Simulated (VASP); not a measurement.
# Ga4SbAs3 (P-4m2) in VASP: relaxation of cell and atoms with PBE

Aim: the relaxation of cell and atoms of Ga4SbAs3 with PBE.

All numbers are computed with VASP 6.6.1; they aren't measurements. Logs are shortened: lines on timing, memory, paths and dates and some standing lists are left out, and cuts for length are marked.

## Step 1: The cell of the first run

It takes space group P-4m2 (No. 115, tetragonal). The conventional cell has a = 4.178 Å, b = 4.178 Å, c = 11.612 Å, α = 90.00°, β = 90.00°, γ = 90.00°. Within 3.3 Å of Ga (site symmetry 2mm) lie 2 As at 2.51 Å and 2 Sb at 2.64 Å. Within 3.3 Å of Ga (site symmetry 2mm) lie 4 As at 2.51 to 2.52 Å. Sb (site symmetry -4m2) has 4 Ga at 2.64 Å within 3.5 Å. As (site symmetry -4m2) has 4 Ga at 2.51 Å within 3.3 Å. Within 3.3 Å of As (site symmetry 2mm) lie 4 Ga at 2.51 to 2.52 Å.

## Step 2: Relaxation of cell and atoms, PBE

INCAR

```
SYSTEM = Ga4SbAs3
PREC = Accurate
ENCUT = 600
EDIFF = 1E-6
ISMEAR = 0
SIGMA = 0.1
LREAL = .False.
LASPH = .True.
NELM = 100
ALGO = Fast
ISIF = 3
LWAVE = .False.
LCHARG = .False.
GGA = PE
IBRION = 2
NSW = 100
EDIFFG = -0.01
```

KPOINTS

```
regular mesh
0
Gamma
  10 10 4
  0 0 0
```

POSCAR

```
Ga4SbAs3
1.0
    4.1776190365      0.0000000000      0.0000000000
    0.0000000000      4.1776190365      0.0000000000
    0.0000000000      0.0000000000     11.6119236679
Ga Sb As
4 1 3
Direct
    0.5000000000      0.0000000000      0.6385755933
    0.0000000000      0.5000000000      0.8795492477
    0.5000000000      0.0000000000      0.1204507523
    0.0000000000      0.5000000000      0.3614244067
    0.0000000000      0.0000000000      0.5000000000
    0.0000000000      0.0000000000      0.0000000000
    0.5000000000      0.5000000000      0.2412380470
    0.5000000000      0.5000000000      0.7587619530
```

Potentials or basis: VASP PAW PBE potentials, release 64 (Ga_d, Sb, As).

Started as:

```console
$ cat potpaw_PBE.64/Ga_d/POTCAR potpaw_PBE.64/Sb/POTCAR potpaw_PBE.64/As/POTCAR > POTCAR
$ mpirun -np 1 vasp_std > vasp.out
```

OUTCAR:

```text
SYSTEM = Ga4SbAs3
   PREC = Accurate
   ENCUT = 600
   EDIFF = 1E-6
   ISMEAR = 0
   LREAL = .False.
   LASPH = .True.
   NELM = 100
   ISIF = 3
   GGA = PE
   IBRION = 2
   NSW = 100
   EDIFFG = -0.01

 ion  position               nearest neighbor table
   1  0.500  0.000  0.639-   8 2.51   8 2.51   5 2.64   5 2.64
   2  0.000  0.500  0.880-   6 2.51   6 2.51   8 2.52   8 2.52
   3  0.500  0.000  0.120-   6 2.51   6 2.51   7 2.52   7 2.52
   4  0.000  0.500  0.361-   7 2.51   7 2.51   5 2.64   5 2.64
   5  0.000  0.000  0.500-   1 2.64   4 2.64   4 2.64   1 2.64
   6  0.000  0.000  0.000-   2 2.51   3 2.51   2 2.51   3 2.51
   7  0.500  0.500  0.241-   4 2.51   4 2.51   3 2.52   3 2.52
   8  0.500  0.500  0.759-   1 2.51   1 2.51   2 2.52   2 2.52

  LATTYP: Found a simple tetragonal cell.
 ALAT       =     4.1776190365
 C/A-ratio  =     2.7795554277

  Lattice vectors:

 A1 = (   4.1776190365,   0.0000000000,   0.0000000000)
 A2 = (   0.0000000000,   4.1776190365,   0.0000000000)
 A3 = (   0.0000000000,   0.0000000000,  11.6119236679)

Analysis of symmetry for initial positions (statically):
=====================================================================
 Subroutine PRICEL returns:
 Original cell was already a primitive cell.

 Routine SETGRP: Setting up the symmetry group for a
 simple tetragonal supercell.

 Subroutine GETGRP returns: Found  8 space group operations
 (whereof  8 operations were pure point group operations)
 out of a pool of 16 trial point group operations.

The static configuration has the point symmetry D_2d.

Analysis of symmetry for dynamics (positions and initial velocities):
=====================================================================
 Subroutine PRICEL returns:
 Original cell was already a primitive cell.

 Routine SETGRP: Setting up the symmetry group for a
 simple tetragonal supercell.

 Subroutine GETGRP returns: Found  8 space group operations
 (whereof  8 operations were pure point group operations)
 out of a pool of 16 trial point group operations.

The dynamic configuration has the point symmetry D_2d.

 Subroutine INISYM returns: Found  8 space group operations
 (whereof  8 operations are pure point group operations),
 and found     1 'primitive' translations

----------------------------------------------------------------------------------------

                                     Primitive cell

  volume of cell :     202.6571

  direct lattice vectors                    reciprocal lattice vectors
     4.177619037  0.000000000  0.000000000     0.239370797  0.000000000  0.000000000
     0.000000000  4.177619037  0.000000000     0.000000000  0.239370797  0.000000000
     0.000000000  0.000000000 11.611923668     0.000000000  0.000000000  0.086118375

  length of vectors
     4.177619037  4.177619037 11.611923668     0.239370797  0.239370797  0.086118375

  position of ions in fractional coordinates (direct lattice)
     0.500000000  0.000000000  0.638575593
     0.000000000  0.500000000  0.879549248
     0.500000000  0.000000000  0.120450752
     0.000000000  0.500000000  0.361424407
     0.000000000  0.000000000  0.500000000
     0.000000000  0.000000000  0.000000000
     0.500000000  0.500000000  0.241238047
     0.500000000  0.500000000  0.758761953

  ion indices of the primitive-cell ions
   primitive index   ion index
                 1           1
                 2           2
                 3           3
                 4           4
                 5           5
                 6           6
                 7           7
                 8           8

----------------------------------------------------------------------------------------

 KPOINTS: regular mesh

Automatic generation of k-mesh.
 Grid dimensions read from file:
 generate k-points for:   10   10    4

 Generating k-lattice:

  Cartesian coordinates                     Fractional coordinates (reciprocal lattice)
     0.023937080  0.000000000  0.000000000     0.100000000  0.000000000  0.000000000
     0.000000000  0.023937080  0.000000000     0.000000000  0.100000000  0.000000000
     0.000000000  0.000000000  0.021529594     0.000000000  0.000000000  0.250000000

  Length of vectors
     0.023937080  0.023937080  0.021529594

  Shift w.r.t. Gamma in fractional coordinates (k-lattice)
     0.000000000  0.000000000  0.000000000

 Subroutine IBZKPT returns following result:
 ===========================================

 Found     63 irreducible k-points:

 Following reciprocal coordinates:
            Coordinates               Weight
  0.000000  0.000000  0.000000      1.000000
  0.100000  0.000000  0.000000      4.000000
  0.200000  0.000000  0.000000      4.000000
  0.300000  0.000000  0.000000      4.000000
  0.400000  0.000000  0.000000      4.000000
  0.500000  0.000000  0.000000      2.000000
[... 16 lines left out ...]
  0.100000  0.000000  0.250000      8.000000
  0.200000  0.000000  0.250000      8.000000
 [... further k-points ...]
   k-points           NKPTS =     63   k-points in BZ     NKDIM =     63   number of bands    NBANDS=     43
   number of dos      NEDOS =    301   number of ions     NIONS =      8
   total plane-waves  NPLWV = 124416
   dimension x,y,z NGX =    36 NGY =   36 NGZ =   96
   dimension x,y,z NGXF=    72 NGYF=   72 NGZF=  192
   ions per type =               4   1   3
   NGX,Y,Z   is equivalent  to a cutoff of  14.33, 14.33, 13.74 a.u.
   NGXF,Y,Z  is equivalent  to a cutoff of  28.65, 28.65, 27.49 a.u.
 SYSTEM =  Ga4SbAs3
   PREC   = accura    normal or accurate (medium, high low for compatibility)
   ISTART =      0    job   : 0-new  1-cont  2-samecut
   ICHARG =      2    charge: 1-file 2-atom 10-const
   ISPIN  =      1    spin polarized calculation?
   LNONCOLLINEAR =      F non collinear calculations
   LSORBIT =      F    spin-orbit coupling
   LASPH  =      T    aspherical Exc in radial PAW
   ENCUT  =  600.0 eV  44.10 Ry    6.64 a.u.   8.34  8.34 23.19*2*pi/ulx,y,z
   NELM   =    100;   NELMIN=  2; NELMDL= -5     # of ELM steps
   EDIFF  = 0.1E-05   stopping-criterion for ELM
   LREAL  =      F    real-space projection
   EDIFFG = -.1E-01   stopping-criterion for IOM
   NSW    =    100    number of steps for IOM
   IBRION =      2    ionic relax: 0-MD 1-quasi-New 2-CG
   NFREE  =      1    steps in history (QN), initial steepest desc. (CG)
   ISIF   =      3    stress and relaxation
   ISYM   =      2    0-nonsym 1-usesym 2-fastsym
   POTIM  = 0.5000    time-step for ionic-motion
   TEBEG  =    0.0;   TEEND  =   0.0 temperature during run
   PSTRESS=    0.0 pullay stress
   NELECT =      72.0000    total number of electrons
   NUPDOWN=      -1.0000    fix difference up-down
   EMIN   =  10.00;   EMAX   =-10.00  energy-range for DOS
   EFERMI =   0.00;   METHOD = LEGACY
   ISMEAR =     0;   SIGMA  =   0.10  broadening in eV -4-tet -1-fermi 0-gaus
   EFERMI_NEDOS =   21; number of points for ismear=-14 and -15
   IALGO  =     68    algorithm
   IMIX   =      4    mixing-type and parameters
     AMIX     =   0.40;   BMIX     =  1.00
     AMIX_MAG =   1.60;   BMIX_MAG =  1.00
  volume/ion in A,a.u.               =      25.33       170.95
  Fermi-wavevector in a.u.,A,eV,Ry     =   1.159485  2.191109 18.291740  1.344405
  Thomas-Fermi vector in A             =   2.296077
   LORBIT       =      0    0 simple, 1 ext, 2 COOP (PROOUT), +10 PAW based schemes
   GGA     = PE    functional components
   LHFCALC =     F    Hartree Fock is set to
   AEXX    =    0.0000 exact exchange contribution
   IVDW    =     0    specifies the selected vdW correction
   LEPSILON=     F    determine dielectric tensor
   LRPA    =     F    only Hartree local field effects (RPA)
 conjugate gradient relaxation of ions
 non-spin polarized calculation
 RMM-DIIS sequential band-by-band and
 Gauss-broadening in eV      SIGMA  =   0.10
  energy-cutoff  :      600.00
  volume of cell :      202.66
 maximum number of plane-waves:      6806
 NGX is ok and might be reduce to    36
   NGX = 17   NGY = 17   NGZ = 47

--------------------------------------- Ionic step        1  -------------------------------------------

 number of electron      71.9999973 magnetization

 Free energy of the ion-electron system (eV)
  ---------------------------------------------------
  ext. energy  EPLUGINS =         0.00000000
  ---------------------------------------------------
  free energy    TOTEN  =       -32.02447773 eV

  energy without entropy =      -32.02390927  energy(sigma->0) =      -32.02419350

------------------------ aborting loop because EDIFF is reached ----------------------------------------

  FORCE on cell =-STRESS in cart. coord.  units (eV):
  Direction    XX          YY          ZZ          XY          YZ          ZX
  --------------------------------------------------------------------------------------
  -------------------------------------------------------------------------------------
  Total       -0.5202833     -0.5202833      0.5736975      0.0000000      0.0000000      0.0000000
  in kB       -4.1132833     -4.1132833      4.5355685      0.0000000      0.0000000      0.0000000
  external PRESSURE =      -1.2303327 kB  Pullay stress =       0.0000000 kB
[... 279 lines left out ...]
  energy  without entropy=      -32.0305231039  energy(sigma->0) =      -32.03079808

--------------------------------------- Ionic step        8  -------------------------------------------

 number of electron      71.9999987 magnetization

 Free energy of the ion-electron system (eV)
  ---------------------------------------------------
  ext. energy  EPLUGINS =         0.00000000
  ---------------------------------------------------
  free energy    TOTEN  =       -32.03108732 eV

  energy without entropy =      -32.03053725  energy(sigma->0) =      -32.03081228

 E-fermi :   3.9044     XC(G=0):  -9.2359

 val. band max:        3.8527580422   @ k =   0.0000   0.0000   0.0000
 cond. band min:       4.2289608833   @ k =   0.5000   0.0000   0.0000
 fundamental gap:      0.3762028412
 Fermi energy:         3.9044103644

 k-point     1 :       0.0000    0.0000    0.0000
  band No.  band energies     occupation
      1     -11.1467      2.00000
      2     -11.1057      2.00000
      3     -11.0735      2.00000
      4     -11.0735      2.00000
      5     -11.0544      2.00000
      6     -11.0544      2.00000
[... 1093 lines left out ...]
     42       7.3406      0.00000
     43       7.5569      0.00000

 [... further k-points ...]

------------------------ aborting loop because EDIFF is reached ----------------------------------------

  FORCE on cell =-STRESS in cart. coord.  units (eV):
  Direction    XX          YY          ZZ          XY          YZ          ZX
  --------------------------------------------------------------------------------------
  -------------------------------------------------------------------------------------
  Total       -0.0204988     -0.0204988     -0.0280163      0.0000000      0.0000000      0.0000000
  in kB       -0.1623755     -0.1623755     -0.2219227      0.0000000      0.0000000      0.0000000
  external PRESSURE =      -0.1822246 kB  Pullay stress =       0.0000000 kB
[... 23 lines left out ...]
  FREE ENERGIE OF THE ION-ELECTRON SYSTEM (eV)
  ---------------------------------------------------
  free  energy   TOTEN  =       -32.0310873180 eV

  energy  without entropy=      -32.0305372495  energy(sigma->0) =      -32.03081228

 reached required accuracy - stopping structural energy minimisation
```

Run time: 60 min. Hardware: 1 thread of Oxide Virtual Turin-like, shared host; peak memory 0.75 GiB.

Results:

```yaml
Free_energy: -32.0311 eV
Relaxed_volume: 25.28 Å³/atom
Relaxed_cell: a = 4.151 Å, b = 4.151 Å, c = 11.738 Å, α = 90.00°, β = 90.00°, γ = 90.00°
Space_group_after_relaxing_to_0.1_Å: P-4m2 (No. 115)
Energy_gained_by_relaxing: 0.8 meV/atom
Ionic_steps: 8
Pressure_after_relaxing: 0.0 GPa
Band_gap_on_the_k_mesh: zero (filled and empty bands touch)
```

Forces in eV/Å, atoms in the order of the input:
```
Ga   0.000  0.000 -0.003
Ga   0.000  0.000 -0.003
Ga   0.000  0.000  0.003
Ga   0.000  0.000  0.003
Sb   0.000  0.000  0.000
As   0.000  0.000  0.000
As   0.000  0.000  0.001
As   0.000  0.000 -0.001
```

Step by step:
| step | energy change (eV) | largest force (eV/Å) | pressure (GPa) | volume (Å³) |
| --- | --- | --- | --- | --- |
| 1 | 0.0000 | 0.0354 | -0.12 | 202.66 |
| 2 | -0.0041 | 0.0107 | 0.05 | 202.08 |
| 3 | -0.0057 | 0.0256 | 0.25 | 201.34 |
| 4 | -0.0058 | 0.0173 | 0.23 | 201.44 |
| 5 | -0.0065 | 0.0093 | -0.07 | 202.51 |
| 6 | -0.0066 | 0.0112 | 0.00 | 202.26 |
| 7 | -0.0066 | 0.0110 | 0.00 | 202.27 |
| 8 | -0.0066 | 0.0028 | -0.02 | 202.26 |

Final structure:
```xyz
8
Lattice="4.1510 0.0000 0.0000 0.0000 4.1510 0.0000 0.0000 0.0000 11.7384" Properties=species:S:1:pos:R:3 pbc="T T T"
Ga    2.0755    0.0000    7.4942
Ga    0.0000    2.0755   10.3255
Ga    2.0755    0.0000    1.4128
Ga    0.0000    2.0755    4.2442
Sb    0.0000    0.0000    5.8692
As    0.0000    0.0000    0.0000
As    2.0755    2.0755    2.8290
As    2.0755    2.0755    8.9094
```

Caveat: semilocal functionals underestimate gaps, so a narrow gap can read as zero; spin-orbit coupling is left out, which moves the levels of the heavy elements.
